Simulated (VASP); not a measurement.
# TePb (rocksalt type) (Fm-3m) in VASP: further runs, part 2 of 2

VASP 6.6.1.

### Step 3. Density of states, PBE

This run uses another cell than the first one, of 35.40 Å³/atom, 1.818 times its volume.

Input file POSCAR:

```
TePb
1.0
    0.0000000000      3.2836156682      3.2836156682
    3.2836156682      0.0000000000      3.2836156682
    3.2836156682      3.2836156682      0.0000000000
Pb Te
1 1
Direct
    0.0000000000      0.0000000000      0.0000000000
    0.5000000000      0.5000000000      0.5000000000
```

Input file INCAR.step1:

```
SYSTEM = TePb
PREC = Accurate
ENCUT = 520
EDIFF = 1E-7
ISMEAR = -1
SIGMA = 0.1
LREAL = .FALSE.
LASPH = .TRUE.
NELM = 80
ALGO = Normal
ISIF = 2
LWAVE = .FALSE.
LCHARG = .TRUE.
GGA = PE
NBANDS = 17
```

Input file KPOINTS.step1:

```
Automatic mesh
0
G
  11 11 11
  0 0 0
```

Input file INCAR.step2:

```
SYSTEM = TePb
PREC = Accurate
ENCUT = 520
EDIFF = 1E-7
ISMEAR = -5
SIGMA = 0.1
LREAL = .FALSE.
LASPH = .TRUE.
NELM = 80
ALGO = Normal
ISIF = 2
LWAVE = .FALSE.
LCHARG = .FALSE.
GGA = PE
LORBIT = 11
NBANDS = 17
NEDOS = 1001
ICHARG = 11
```

Input file KPOINTS.step2:

```
Automatic mesh
0
G
  17 17 17
  0 0 0
```

Potentials or basis: VASP PAW PBE potentials, release 64 (Pb_d, Te).

The run is started by

```
$ cat potpaw_PBE.64/Pb_d/POTCAR potpaw_PBE.64/Te/POTCAR > POTCAR
$ cp INCAR.step1 INCAR
$ cp KPOINTS.step1 KPOINTS
$ mpirun -np 1 vasp_std > vasp.out
$ cp INCAR.step2 INCAR
$ cp KPOINTS.step2 KPOINTS
$ mpirun -np 1 vasp_std > vasp.out
```

OUTCAR:

```text
SYSTEM = TePb
   PREC = Accurate
   ENCUT = 520
   EDIFF = 1E-7
   ISMEAR = -5
   LREAL = .FALSE.
   LASPH = .TRUE.
   NELM = 80
   ISIF = 2
   GGA = PE
   LORBIT = 11
   ICHARG = 11

 ion  position               nearest neighbor table
   1  0.000  0.000  0.000-   2 3.28   2 3.28   2 3.28   2 3.28   2 3.28   2 3.28
   2  0.500  0.500  0.500-   1 3.28   1 3.28   1 3.28   1 3.28   1 3.28   1 3.28

  LATTYP: Found a face centered cubic cell.
 ALAT       =     6.5672313364

  Lattice vectors:

 A1 = (   0.0000000000,   3.2836156682,   3.2836156682)
 A2 = (   3.2836156682,   0.0000000000,   3.2836156682)
 A3 = (   3.2836156682,   3.2836156682,   0.0000000000)

Analysis of symmetry for initial positions (statically):
=====================================================================
 Subroutine PRICEL returns:
 Original cell was already a primitive cell.

 Routine SETGRP: Setting up the symmetry group for a
 face centered cubic supercell.

 Subroutine GETGRP returns: Found 48 space group operations
 (whereof 48 operations were pure point group operations)
 out of a pool of 48 trial point group operations.

The static configuration has the point symmetry O_h .

Analysis of symmetry for dynamics (positions and initial velocities):
=====================================================================
 Subroutine PRICEL returns:
 Original cell was already a primitive cell.

 Routine SETGRP: Setting up the symmetry group for a
 face centered cubic supercell.

 Subroutine GETGRP returns: Found 48 space group operations
 (whereof 48 operations were pure point group operations)
 out of a pool of 48 trial point group operations.

The dynamic configuration has the point symmetry O_h .

 Subroutine INISYM returns: Found 48 space group operations
 (whereof 48 operations are pure point group operations),
 and found     1 'primitive' translations

----------------------------------------------------------------------------------------

                                     Primitive cell

  volume of cell :      70.8088

  direct lattice vectors                    reciprocal lattice vectors
     0.000000000  3.283615668  3.283615668    -0.152271170  0.152271170  0.152271170
     3.283615668  0.000000000  3.283615668     0.152271170 -0.152271170  0.152271170
     3.283615668  3.283615668  0.000000000     0.152271170  0.152271170 -0.152271170

  length of vectors
     4.643733812  4.643733812  4.643733812     0.263741403  0.263741403  0.263741403

  position of ions in fractional coordinates (direct lattice)
     0.000000000  0.000000000  0.000000000
     0.500000000  0.500000000  0.500000000

  ion indices of the primitive-cell ions
   primitive index   ion index
                 1           1
                 2           2

----------------------------------------------------------------------------------------

 KPOINTS: Automatic mesh

Automatic generation of k-mesh.
 Grid dimensions read from file:
 generate k-points for:   17   17   17

 Generating k-lattice:

  Cartesian coordinates                     Fractional coordinates (reciprocal lattice)
    -0.008957128  0.008957128  0.008957128     0.058823529  0.000000000  0.000000000
     0.008957128 -0.008957128  0.008957128     0.000000000  0.058823529  0.000000000
     0.008957128  0.008957128 -0.008957128     0.000000000  0.000000000  0.058823529

  Length of vectors
     0.015514200  0.015514200  0.015514200

  Shift w.r.t. Gamma in fractional coordinates (k-lattice)
     0.000000000  0.000000000  0.000000000

 TETIRR: Found    693 inequivalent tetrahedra from    29478

 Subroutine IBZKPT returns following result:
 ===========================================

 Found    165 irreducible k-points:

 Following reciprocal coordinates:
            Coordinates               Weight
  0.000000  0.000000  0.000000      1.000000
  0.058824  0.000000  0.000000      8.000000
  0.117647  0.000000  0.000000      8.000000
  0.176471  0.000000  0.000000      8.000000
  0.235294  0.000000  0.000000      8.000000
  0.294118  0.000000  0.000000      8.000000
[... 16 lines left out ...]
 -0.176471  0.058824  0.000000     24.000000
 -0.117647  0.058824  0.000000     24.000000
 [... further k-points ...]
   k-points           NKPTS =    165   k-points in BZ     NKDIM =    165   number of bands    NBANDS=     17
   number of dos      NEDOS =   1001   number of ions     NIONS =      2
   total plane-waves  NPLWV =  46656
   dimension x,y,z NGX =    36 NGY =   36 NGZ =   36
   dimension x,y,z NGXF=    72 NGYF=   72 NGZF=   72
   ions per type =               1   1
   NGX,Y,Z   is equivalent  to a cutoff of  12.89, 12.89, 12.89 a.u.
   NGXF,Y,Z  is equivalent  to a cutoff of  25.78, 25.78, 25.78 a.u.
 SYSTEM =  TePb
   PREC   = accura    normal or accurate (medium, high low for compatibility)
   ISTART =      0    job   : 0-new  1-cont  2-samecut
   ICHARG =     11    charge: 1-file 2-atom 10-const
   ISPIN  =      1    spin polarized calculation?
   LNONCOLLINEAR =      F non collinear calculations
   LSORBIT =      F    spin-orbit coupling
   LASPH  =      T    aspherical Exc in radial PAW
   ENCUT  =  520.0 eV  38.22 Ry    6.18 a.u.   8.63  8.63  8.63*2*pi/ulx,y,z
   NELM   =     80;   NELMIN=  2; NELMDL=  0     # of ELM steps
   EDIFF  = 0.1E-06   stopping-criterion for ELM
   LREAL  =      F    real-space projection
   EDIFFG = 0.1E-05   stopping-criterion for IOM
   NSW    =      0    number of steps for IOM
   IBRION =     -1    ionic relax: 0-MD 1-quasi-New 2-CG
   NFREE  =      0    steps in history (QN), initial steepest desc. (CG)
   ISIF   =      2    stress and relaxation
   ISYM   =      2    0-nonsym 1-usesym 2-fastsym
   POTIM  = 0.5000    time-step for ionic-motion
   TEBEG  =    0.0;   TEEND  =   0.0 temperature during run
   PSTRESS=    0.0 pullay stress
   NELECT =      20.0000    total number of electrons
   NUPDOWN=      -1.0000    fix difference up-down
   EMIN   =  10.00;   EMAX   =-10.00  energy-range for DOS
   EFERMI =   0.00;   METHOD = LEGACY
   ISMEAR =    -5;   SIGMA  =   0.10  broadening in eV -4-tet -1-fermi 0-gaus
   EFERMI_NEDOS =   21; number of points for ismear=-14 and -15
   IALGO  =     38    algorithm
   IMIX   =      4    mixing-type and parameters
     AMIX     =   0.40;   BMIX     =  1.00
     AMIX_MAG =   1.60;   BMIX_MAG =  1.00
  volume/ion in A,a.u.               =      35.40       238.92
  Fermi-wavevector in a.u.,A,eV,Ry     =   1.074128  2.029807 15.697721  1.153750
  Thomas-Fermi vector in A             =   2.209947
   LORBIT       =     11    0 simple, 1 ext, 2 COOP (PROOUT), +10 PAW based schemes
   GGA     = PE    functional components
   LHFCALC =     F    Hartree Fock is set to
   AEXX    =    0.0000 exact exchange contribution
   IVDW    =     0    specifies the selected vdW correction
   LEPSILON=     F    determine dielectric tensor
   LRPA    =     F    only Hartree local field effects (RPA)
 non-spin polarized calculation
 Fermi weights with tetrahedron method with Bloechl corrections
  energy-cutoff  :      520.00
  volume of cell :       70.81
 maximum number of plane-waves:      1924

 number of electron      19.9999999 magnetization

 Free energy of the ion-electron system (eV)
  ---------------------------------------------------
  ext. energy  EPLUGINS =         0.00000000
  ---------------------------------------------------
  free energy    TOTEN  =        -7.52301576 eV

  energy without entropy =       -7.52301576  energy(sigma->0) =       -7.52301576

 E-fermi :   5.0083     XC(G=0):  -9.0835

 val. band max:        4.9891804536   @ k =   0.4706   0.0000   0.0000
 cond. band min:       5.8659071088   @ k =   0.4706   0.0000   0.0000
 fundamental gap:      0.8767266553
 Fermi energy:         5.0083441894

 k-point     1 :       0.0000    0.0000    0.0000
  band No.  band energies     occupation
      1     -11.6384      2.00000
      2     -11.6384      2.00000
      3     -11.6299      2.00000
      4     -11.6299      2.00000
      5     -11.6299      2.00000
      6      -6.6149      2.00000
[... 457 lines left out ...]
      4     -11.6280      2.00000
      5     -11.6268      2.00000
      6      -6.4405      2.00000
[... 9 lines left out ...]
     16      11.6020      0.00000
     17      13.1235      0.00000

 [... further k-points ...]

------------------------ aborting loop because EDIFF is reached ----------------------------------------

  FORCE on cell =-STRESS in cart. coord.  units (eV):
  Direction    XX          YY          ZZ          XY          YZ          ZX
  --------------------------------------------------------------------------------------
  -------------------------------------------------------------------------------------
  Total       -0.0006176     -0.0006176     -0.0006176      0.0000000      0.0000000     -0.0000000
  in kB       -0.0139733     -0.0139733     -0.0139733      0.0000000      0.0000000     -0.0000000
  external PRESSURE =      -0.0139733 kB  Pullay stress =       0.0000000 kB

 VOLUME and BASIS-vectors are now :
 -----------------------------------------------------------------------------
  energy-cutoff  :      520.00
  volume of cell :       70.81
      direct lattice vectors                 reciprocal lattice vectors
     0.000000000  3.283615668  3.283615668    -0.152271170  0.152271170  0.152271170
     3.283615668  0.000000000  3.283615668     0.152271170 -0.152271170  0.152271170
     3.283615668  3.283615668  0.000000000     0.152271170  0.152271170 -0.152271170

 POSITION                                       TOTAL-FORCE (eV/Angst)
 -----------------------------------------------------------------------------------
      0.00000      0.00000      0.00000        -0.000000      0.000000      0.000000
      3.28362      3.28362      3.28362         0.000000     -0.000000     -0.000000
 -----------------------------------------------------------------------------------
    total drift:                               -0.000000      0.000000      0.000000

  FREE ENERGIE OF THE ION-ELECTRON SYSTEM (eV)
  ---------------------------------------------------
  free  energy   TOTEN  =        -7.5230157604 eV

  energy  without entropy=       -7.5230157604  energy(sigma->0) =       -7.52301576

 total charge

# of ion       s       p       d       tot
------------------------------------------
    1        1.462   0.552   9.830  11.844
    2        1.373   1.990   0.015   3.379
--------------------------------------------------
tot          2.835   2.542   9.846  15.222
```

Wall time 68 s (1 thread of Intel Xeon Platinum 8559C (Emerald Rapids), shared host); peak memory 0.34 GiB.

What came out:

```
Valence electrons inside the program's atomic spheres : Pb 11.84; Te 3.38
```

Caveat: this odd mesh misses L, where the gap lies, so gap, dielectric constants and Born charges aren't listed; spin-orbit coupling is left out, which moves the levels of the heavy elements.

### Step 4. Density of states, PBE

This run uses another cell than the first one, of 35.40 Å³/atom, 1.818 times its volume.

POSCAR is that of step 3.

Input file INCAR.step1:

```
ALGO = Normal
EDIFF = 1E-6
ENCUT = 520
GGA = PE
ISIF = 2
ISMEAR = -1
LASPH = True
LCHARG = True
LREAL = False
LWAVE = False
NBANDS = 17
NELM = 60
PREC = Accurate
SIGMA = 0.1
```

Input file KPOINTS.step1:

```
k-points
0
Gamma
  11 11 11
```

Input file INCAR.step2:

```
ALGO = Normal
EDIFF = 1E-6
ENCUT = 520
GGA = PE
ICHARG = 11
ISIF = 2
ISMEAR = -5
LASPH = True
LCHARG = False
LORBIT = 11
LREAL = False
LWAVE = False
NEDOS = 2001
NELM = 60
PREC = Accurate
SIGMA = 0.1
```

Input file KPOINTS.step2:

```
k-points
0
Gamma
  17 17 17
```

The run is started by

```
$ cat potpaw_PBE.64/Pb_d/POTCAR potpaw_PBE.64/Te/POTCAR > POTCAR
$ cp INCAR.step1 INCAR
$ cp KPOINTS.step1 KPOINTS
$ mpirun -np 1 vasp_std > vasp.out
$ cp INCAR.step2 INCAR
$ cp KPOINTS.step2 KPOINTS
$ mpirun -np 1 vasp_std > vasp.out
```

Run time: 61 s. Hardware: 1 thread of Intel Xeon Platinum 8559C (Emerald Rapids), shared host; peak memory 0.32 GiB.

It converged, with:

```yaml
Valence_electrons_inside_the_program's_atomic_spheres: Pb 11.84; Te 3.38
```

Levels at points of the mesh, in eV from the Fermi level:
```
           k point  band 7  band 8  band 9  band 10  band 11  band 12  band 13  band 14
(0.00, 0.00, 0.00)   -5.70   -1.15   -1.15    -1.15     4.04     4.04     4.04     5.92
```

Caveat: this odd mesh misses L, where the gap lies, so gap, dielectric constants and Born charges aren't listed; spin-orbit coupling is left out, which moves the levels of the heavy elements.
